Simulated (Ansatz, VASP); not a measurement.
# Two plane-wave programs on Rh

Contents of POSCAR:

```
Rh
1.0
    0.0000000000      1.8540112500      1.9490887500
    1.8540112500      0.0000000000      1.9490887500
    1.8540112500      1.8540112500      0.0000000000
Rh
1
Direct
    0.0000000000      0.0000000000      0.0000000000
```

INCAR.step1

```
SYSTEM = Rh
  ALGO = Normal
  EDIFF = 1E-4
  ENCUT = 520
  GGA = PE
  ISMEAR = 0
  LASPH = .True.
  LCHARG = .False.
  LREAL = .False.
  LWAVE = .True.
  NBANDS = 14
  NELM = 80
  PREC = Accurate
  SIGMA = 0.15
```

Contents of INCAR.step2:

```
SYSTEM = Rh
  ALGO = Normal
  EDIFF = 1E-7
  ENCUT = 520
  ISIF = 2
  ISMEAR = 0
  ISTART = 1
  LASPH = .True.
  LCHARG = .False.
  LMIXTAU = .True.
  LREAL = .False.
  LWAVE = .False.
  METAGGA = R2SCAN
  NBANDS = 14
  NELM = 80
  PREC = Accurate
  SIGMA = 0.15
```

File KPOINTS:

```
k-points
0
Gamma
  22 22 22
  0 0 0
```

Input for Ansatz:

```yaml
crystal:
  lattice:
    - [0.0, 1.85401125, 1.94908875]
    - [1.85401125, 0.0, 1.94908875]
    - [1.85401125, 1.85401125, 0.0]
  atoms:
    - { symbol: Rh, position: [0.0, 0.0, 0.0] }
basis:
  ecutwfc: 500
kpoints:
  mp_grid: { grid: [22, 22, 22] }
hamiltonian:
  xc: r2scan
scf:
  occupations: { method: gaussian, width: 0.15 }
output:
  forces: true
  stress: true
  eigenvalues: true
```

Change from the starting cell: strain -0.025 along x and y, +0.025 along z, atoms carried along.

Alike in both runs: task single point; functional r2SCAN; k mesh 22 × 22 × 22; occupations gaussian, width 0.15 eV; no spin polarisation.

|  | VASP | Ansatz |
| --- | --- | --- |
| version | VASP 6.6.1 | Ansatz 0.2.0 |
| potentials or method | VASP PAW PBE potentials, release 64 (Rh_pv), cutoff 520 eV | scalar-relativistic, plane waves, PAW |
| valence electrons in the cell | 15 | 17 |

```csv
,VASP,Ansatz,Ansatz less VASP
gap on the k mesh at the Fermi level (eV),none,none,-
pressure (GPa),8.9,7.5,-1.37
"traceless stress, the component that is largest in VASP (GPa)",-9.11,-9.06,+0.055
```

VASP's potentials were made for PBE, not for r2SCAN. A gap of «none» marks a metal or a gap that the smearing closes. VASP's potentials hold 15 valence electrons a cell and Ansatz's 17, so a difference there can come from the potentials and not from the codes.
